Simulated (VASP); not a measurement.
# FeBi (Fm-3m) in VASP: further runs

Runs on FeBi. Level: PBE. Tasks: single point.

Everything below comes from runs of VASP 6.6.1. Logs are shortened: lines on timing, memory, paths and dates and some standing lists are left out, and cuts for length are marked.

## 1. The cell of the first run

Symmetry: Fm-3m, No. 225, cubic system. The conventional cell has a = 5.663 Å, b = 5.663 Å, c = 5.663 Å, α = 90.00°, β = 90.00°, γ = 90.00°. Fe (site symmetry m-3m) has 6 Bi at 2.83 Å within 3.7 Å. Within 3.7 Å of Bi (site symmetry m-3m) lie 6 Fe at 2.83 Å.

## 2. Single point, PBE, collinear spin, ferromagnetic start (22.70 Å³/atom)

Input file INCAR:

```
PREC = Accurate
ENCUT = 520
EDIFF = 1E-7
ISMEAR = 0
SIGMA = 0.05
LREAL = False
LASPH = True
NELM = 150
ALGO = Fast
ISIF = 2
LWAVE = False
LCHARG = False
ISPIN = 2
MAGMOM = 2.96 0
LORBIT = 11
LMAXMIX = 4
GGA = PE
NBANDS = 22
```

Input file KPOINTS:

```
regular mesh
0
Gamma
  10 10 10
```

Input file POSCAR:

```
FeBi
1.0
    0.0000000000      2.8315892879      2.8315892879
    2.8315892879      0.0000000000      2.8315892879
    2.8315892879      2.8315892879      0.0000000000
Fe Bi
1 1
Direct
    0.5000000000      0.5000000000      0.5000000000
    0.0000000000      0.0000000000      0.0000000000
```

Potentials or basis: VASP PAW PBE potentials, release 64 (Fe, Bi_d).

Started as:

```console
cat potpaw_PBE.64/Fe/POTCAR potpaw_PBE.64/Bi_d/POTCAR > POTCAR
mpirun -np 1 vasp_std > vasp.out
```

OUTCAR:

```text
PREC = Accurate
   ENCUT = 520
   EDIFF = 1E-7
   ISMEAR = 0
   LREAL = False
   LASPH = True
   NELM = 150
   ISIF = 2
   ISPIN = 2
   LORBIT = 11
   GGA = PE

 ion  position               nearest neighbor table
   1  0.500  0.500  0.500-   2 2.83   2 2.83   2 2.83   2 2.83   2 2.83   2 2.83
   2  0.000  0.000  0.000-   1 2.83   1 2.83   1 2.83   1 2.83   1 2.83   1 2.83

  LATTYP: Found a face centered cubic cell.
 ALAT       =     5.6631785758

  Lattice vectors:

 A1 = (   0.0000000000,   2.8315892879,   2.8315892879)
 A2 = (   2.8315892879,   0.0000000000,   2.8315892879)
 A3 = (   2.8315892879,   2.8315892879,   0.0000000000)

Analysis of symmetry for initial positions (statically):
=====================================================================
 Subroutine PRICEL returns:
 Original cell was already a primitive cell.

 Routine SETGRP: Setting up the symmetry group for a
 face centered cubic supercell.

 Subroutine GETGRP returns: Found 48 space group operations
 (whereof 48 operations were pure point group operations)
 out of a pool of 48 trial point group operations.

The static configuration has the point symmetry O_h .

Analysis of symmetry for dynamics (positions and initial velocities):
=====================================================================
 Subroutine PRICEL returns:
 Original cell was already a primitive cell.

 Routine SETGRP: Setting up the symmetry group for a
 face centered cubic supercell.

 Subroutine GETGRP returns: Found 48 space group operations
 (whereof 48 operations were pure point group operations)
 out of a pool of 48 trial point group operations.

The dynamic configuration has the point symmetry O_h .

Analysis of structural, dynamic, and magnetic symmetry:
=====================================================================
 Subroutine PRICEL returns:
 Original cell was already a primitive cell.

 Routine SETGRP: Setting up the symmetry group for a
 face centered cubic supercell.

 Subroutine GETGRP returns: Found 48 space group operations
 (whereof 48 operations were pure point group operations)
 out of a pool of 48 trial point group operations.

The overall configuration has the point symmetry O_h .

 Subroutine INISYM returns: Found 48 space group operations
 (whereof 48 operations are pure point group operations),
 and found     1 'primitive' translations

----------------------------------------------------------------------------------------

                                     Primitive cell

  volume of cell :      45.4068

  direct lattice vectors                    reciprocal lattice vectors
     0.000000000  2.831589288  2.831589288    -0.176579281  0.176579281  0.176579281
     2.831589288  0.000000000  2.831589288     0.176579281 -0.176579281  0.176579281
     2.831589288  2.831589288  0.000000000     0.176579281  0.176579281 -0.176579281

  length of vectors
     4.004471974  4.004471974  4.004471974     0.305844286  0.305844286  0.305844286

  position of ions in fractional coordinates (direct lattice)
     0.500000000  0.500000000  0.500000000
     0.000000000  0.000000000  0.000000000

  ion indices of the primitive-cell ions
   primitive index   ion index
                 1           1
                 2           2

----------------------------------------------------------------------------------------

 KPOINTS: regular mesh

Automatic generation of k-mesh.
 Grid dimensions read from file:
 generate k-points for:   10   10   10

 Generating k-lattice:

  Cartesian coordinates                     Fractional coordinates (reciprocal lattice)
    -0.017657928  0.017657928  0.017657928     0.100000000  0.000000000  0.000000000
     0.017657928 -0.017657928  0.017657928     0.000000000  0.100000000  0.000000000
     0.017657928  0.017657928 -0.017657928     0.000000000  0.000000000  0.100000000

  Length of vectors
     0.030584429  0.030584429  0.030584429

  Shift w.r.t. Gamma in fractional coordinates (k-lattice)
     0.000000000  0.000000000  0.000000000

 Subroutine IBZKPT returns following result:
 ===========================================

 Found     47 irreducible k-points:

 Following reciprocal coordinates:
            Coordinates               Weight
  0.000000  0.000000  0.000000      1.000000
  0.100000  0.000000  0.000000      8.000000
  0.200000  0.000000  0.000000      8.000000
  0.300000  0.000000  0.000000      8.000000
  0.400000  0.000000  0.000000      8.000000
  0.500000  0.000000  0.000000      4.000000
[... 16 lines left out ...]
  0.300000  0.300000  0.000000      6.000000
  0.400000  0.300000  0.000000     24.000000
 [... further k-points ...]
   k-points           NKPTS =     47   k-points in BZ     NKDIM =     47   number of bands    NBANDS=     22
   number of dos      NEDOS =    301   number of ions     NIONS =      2
   total plane-waves  NPLWV =  27000
   dimension x,y,z NGX =    30 NGY =   30 NGZ =   30
   dimension x,y,z NGXF=    60 NGYF=   60 NGZF=   60
   ions per type =               1   1
   NGX,Y,Z   is equivalent  to a cutoff of  12.45, 12.45, 12.45 a.u.
   NGXF,Y,Z  is equivalent  to a cutoff of  24.91, 24.91, 24.91 a.u.
 SYSTEM =  unknown system
   PREC   = accura    normal or accurate (medium, high low for compatibility)
   ISTART =      0    job   : 0-new  1-cont  2-samecut
   ICHARG =      2    charge: 1-file 2-atom 10-const
   ISPIN  =      2    spin polarized calculation?
   LNONCOLLINEAR =      F non collinear calculations
   LSORBIT =      F    spin-orbit coupling
   LASPH  =      T    aspherical Exc in radial PAW
   ENCUT  =  520.0 eV  38.22 Ry    6.18 a.u.   7.45  7.45  7.45*2*pi/ulx,y,z
   NELM   =    150;   NELMIN=  2; NELMDL= -5     # of ELM steps
   EDIFF  = 0.1E-06   stopping-criterion for ELM
   LREAL  =      F    real-space projection
   EDIFFG = 0.1E-05   stopping-criterion for IOM
   NSW    =      0    number of steps for IOM
   IBRION =     -1    ionic relax: 0-MD 1-quasi-New 2-CG
   NFREE  =      0    steps in history (QN), initial steepest desc. (CG)
   ISIF   =      2    stress and relaxation
   ISYM   =      2    0-nonsym 1-usesym 2-fastsym
   POTIM  = 0.5000    time-step for ionic-motion
   TEBEG  =    0.0;   TEEND  =   0.0 temperature during run
   PSTRESS=    0.0 pullay stress
   NELECT =      23.0000    total number of electrons
   NUPDOWN=      -1.0000    fix difference up-down
   EMIN   =  10.00;   EMAX   =-10.00  energy-range for DOS
   EFERMI =   0.00;   METHOD = LEGACY
   ISMEAR =     0;   SIGMA  =   0.05  broadening in eV -4-tet -1-fermi 0-gaus
   EFERMI_NEDOS =   21; number of points for ismear=-14 and -15
   IALGO  =     68    algorithm
   IMIX   =      4    mixing-type and parameters
     AMIX     =   0.40;   BMIX     =  1.00
     AMIX_MAG =   1.60;   BMIX_MAG =  1.00
  volume/ion in A,a.u.               =      22.70       153.21
  Fermi-wavevector in a.u.,A,eV,Ry     =   1.305000  2.466092 23.171062  1.703025
  Thomas-Fermi vector in A             =   2.435898
   LORBIT       =     11    0 simple, 1 ext, 2 COOP (PROOUT), +10 PAW based schemes
   GGA     = PE    functional components
   LHFCALC =     F    Hartree Fock is set to
   AEXX    =    0.0000 exact exchange contribution
   IVDW    =     0    specifies the selected vdW correction
   LEPSILON=     F    determine dielectric tensor
   LRPA    =     F    only Hartree local field effects (RPA)
 spin polarized calculation
 RMM-DIIS sequential band-by-band and
 Gauss-broadening in eV      SIGMA  =   0.05
  energy-cutoff  :      520.00
  volume of cell :       45.41
 maximum number of plane-waves:      1243
 NGX is ok and might be reduce to    30
   NGX = 15   NGY = 15   NGZ = 15

 number of electron      22.9999999 magnetization       2.6914530

 Free energy of the ion-electron system (eV)
  ---------------------------------------------------
  ext. energy  EPLUGINS =         0.00000000
  ---------------------------------------------------
  free energy    TOTEN  =       -10.76183610 eV

  energy without entropy =      -10.75360596  energy(sigma->0) =      -10.75772103

 E-fermi :   6.7845     XC(G=0): -10.7320

 val. band max:        6.7838589324   @ k =   0.4000   0.2000   0.1000
 cond. band min:       6.7845063606   @ k =  -0.3000   0.3000   0.0000
 fundamental gap:      0.0006474283
 Fermi energy:         6.7844682954

 spin component 1

 k-point     1 :       0.0000    0.0000    0.0000
  band No.  band energies     occupation
      1     -15.8933      1.00000
      2     -15.8933      1.00000
      3     -15.8575      1.00000
      4     -15.8575      1.00000
      5     -15.8575      1.00000
      6      -5.7982      1.00000
[... 14 lines left out ...]
     21      15.7873      0.00000
     22      15.7873      0.00000
[... 552 lines left out ...]
  band No.  band energies     occupation
      1     -15.9063      1.00000
      2     -15.8768      1.00000
      3     -15.8703      1.00000
      4     -15.8180      1.00000
      5     -15.8165      1.00000
      6      -4.2172      1.00000
[... 14 lines left out ...]
     21      20.6326      0.00000
     22      21.4865      0.00000

 [... further k-points ...]

 spin component 2

 k-point     1 :       0.0000    0.0000    0.0000
  band No.  band energies     occupation
      1     -15.9025      1.00000
      2     -15.9025      1.00000
      3     -15.8724      1.00000
      4     -15.8724      1.00000
      5     -15.8724      1.00000
      6      -5.8121      1.00000
[... 14 lines left out ...]
     21      16.2672      0.00000
     22      16.2672      0.00000
[... 552 lines left out ...]
  band No.  band energies     occupation
      1     -15.9152      1.00000
      2     -15.8858      1.00000
      3     -15.8853      1.00000
      4     -15.8324      1.00000
      5     -15.8309      1.00000
      6      -4.2508      1.00000
[... 14 lines left out ...]
     21      20.7239      0.00000
     22      21.7112      0.00000

 [... further k-points ...]

------------------------ aborting loop because EDIFF is reached ----------------------------------------

  FORCE on cell =-STRESS in cart. coord.  units (eV):
  Direction    XX          YY          ZZ          XY          YZ          ZX
  --------------------------------------------------------------------------------------
  -------------------------------------------------------------------------------------
  Total       -0.7336104     -0.7336104     -0.7336104      0.0000000      0.0000000      0.0000000
  in kB      -25.8854246    -25.8854246    -25.8854246      0.0000000      0.0000000      0.0000000
  external PRESSURE =     -25.8854246 kB  Pullay stress =       0.0000000 kB

 VOLUME and BASIS-vectors are now :
 -----------------------------------------------------------------------------
  energy-cutoff  :      520.00
  volume of cell :       45.41
      direct lattice vectors                 reciprocal lattice vectors
     0.000000000  2.831589288  2.831589288    -0.176579281  0.176579281  0.176579281
     2.831589288  0.000000000  2.831589288     0.176579281 -0.176579281  0.176579281
     2.831589288  2.831589288  0.000000000     0.176579281  0.176579281 -0.176579281

 POSITION                                       TOTAL-FORCE (eV/Angst)
 -----------------------------------------------------------------------------------
      2.83159      2.83159      2.83159         0.000000      0.000000     -0.000000
      0.00000      0.00000      0.00000         0.000000     -0.000000      0.000000
 -----------------------------------------------------------------------------------
    total drift:                                0.000000      0.000000      0.000000

  FREE ENERGIE OF THE ION-ELECTRON SYSTEM (eV)
  ---------------------------------------------------
  free  energy   TOTEN  =       -10.7618361018 eV

  energy  without entropy=      -10.7536059628  energy(sigma->0) =      -10.75772103

 total charge

# of ion       s       p       d       tot
------------------------------------------
    1        0.363   0.267   6.220   6.851
    2        1.472   1.480   9.928  12.880
--------------------------------------------------
tot          1.835   1.747  16.148  19.730

 magnetization (x)

# of ion       s       p       d       tot
------------------------------------------
    1        0.067   0.025   2.642   2.735
    2        0.020  -0.104   0.004  -0.080
--------------------------------------------------
tot          0.088  -0.079   2.645   2.655
```

Wall time 58 s (1 thread of Intel Xeon 6975P-C (Granite Rapids), shared host); peak memory 0.23 GiB.

Results:

```
Free energy                                           : -10.7618 eV
Pressure                                              : -2.6 GPa
Net moment                                            : 2.69 μB per cell
Site moments                                          : Fe +2.73; Bi -0.08 μB
Valence electrons inside the program's atomic spheres : Fe 6.85; Bi 12.88
```

Caveat: spin-orbit coupling is left out, which moves the levels of the heavy elements.

## 3. Single point, PBE, collinear spin, ferromagnetic start (23.36 Å³/atom)

This run uses another cell than the first one, of 23.36 Å³/atom.

Input file INCAR:

```
SYSTEM = FeBi
PREC = Accurate ; ENCUT = 520
EDIFF = 1E-6 ; ISMEAR = 0
SIGMA = 0.05 ; LREAL = .False.
LASPH = .True. ; NELM = 150
ALGO = Normal ; ISIF = 2
LWAVE = .False. ; LCHARG = .False.
ISPIN = 2 ; MAGMOM = 3.02 0
LORBIT = 11 ; LMAXMIX = 4
GGA = PE ; NBANDS = 22
```

Input file KPOINTS:

```
regular mesh
0
Gamma
  10 10 10
  0 0 0
```

Input file POSCAR:

```
FeBi
1.0
    0.0000000000      2.8585584281      2.8585584281
    2.8585584281      0.0000000000      2.8585584281
    2.8585584281      2.8585584281      0.0000000000
Fe Bi
1 1
Direct
    0.5000000000      0.5000000000      0.5000000000
    0.0000000000      0.0000000000      0.0000000000
```

Potentials or basis: VASP PAW PBE potentials, release 64 (Fe, Bi_d).

Started as:

```console
cat potpaw_PBE.64/Fe/POTCAR potpaw_PBE.64/Bi_d/POTCAR > POTCAR
mpirun -np 1 vasp_std > vasp.out
```

OUTCAR:

```text
SYSTEM = FeBi
   PREC = Accurate
   ENCUT = 520
   EDIFF = 1E-6
   ISMEAR = 0
   LREAL = .False.
   LASPH = .True.
   NELM = 150
   ISIF = 2
   ISPIN = 2
   LORBIT = 11
   GGA = PE

 ion  position               nearest neighbor table
   1  0.500  0.500  0.500-   2 2.86   2 2.86   2 2.86   2 2.86   2 2.86   2 2.86
   2  0.000  0.000  0.000-   1 2.86   1 2.86   1 2.86   1 2.86   1 2.86   1 2.86

  LATTYP: Found a face centered cubic cell.
 ALAT       =     5.7171168562

  Lattice vectors:

 A1 = (   0.0000000000,   2.8585584281,   2.8585584281)
 A2 = (   2.8585584281,   0.0000000000,   2.8585584281)
 A3 = (   2.8585584281,   2.8585584281,   0.0000000000)

[... 1412 lines left out ...]

 VOLUME and BASIS-vectors are now :
 -----------------------------------------------------------------------------
  energy-cutoff  :      520.00
  volume of cell :       46.72
      direct lattice vectors                 reciprocal lattice vectors
     0.000000000  2.858558428  2.858558428    -0.174913339  0.174913339  0.174913339
     2.858558428  0.000000000  2.858558428     0.174913339 -0.174913339  0.174913339
     2.858558428  2.858558428  0.000000000     0.174913339  0.174913339 -0.174913339

 POSITION                                       TOTAL-FORCE (eV/Angst)
 -----------------------------------------------------------------------------------
      2.85856      2.85856      2.85856         0.000000      0.000000      0.000000
      0.00000      0.00000      0.00000        -0.000000     -0.000000     -0.000000
 -----------------------------------------------------------------------------------
    total drift:                                0.000000      0.000000      0.000000

  FREE ENERGIE OF THE ION-ELECTRON SYSTEM (eV)
  ---------------------------------------------------
  free  energy   TOTEN  =       -10.7364534542 eV

  energy  without entropy=      -10.7289964054  energy(sigma->0) =      -10.73272493

 total charge

# of ion       s       p       d       tot
------------------------------------------
    1        0.361   0.259   6.187   6.807
    2        1.474   1.465   9.924  12.864
--------------------------------------------------
tot          1.835   1.724  16.112  19.671

 magnetization (x)

# of ion       s       p       d       tot
------------------------------------------
    1        0.070   0.030   2.744   2.844
    2        0.021  -0.094   0.004  -0.068
--------------------------------------------------
tot          0.091  -0.064   2.749   2.776
```

Run time: 45 s. Hardware: 1 thread of Intel Xeon 6975P-C (Granite Rapids), shared host; peak memory 0.23 GiB.

What came out:

```
Free energy                                           : -10.7365 eV
Pressure                                              : -3.7 GPa
Net moment                                            : 2.84 μB per cell
Site moments                                          : Fe +2.84; Bi -0.07 μB
Valence electrons inside the program's atomic spheres : Fe 6.81; Bi 12.86
```

Caveat: the cell stands under tension; spin-orbit coupling is left out, which moves the levels of the heavy elements.

(Part 1 of 2 ends here.)
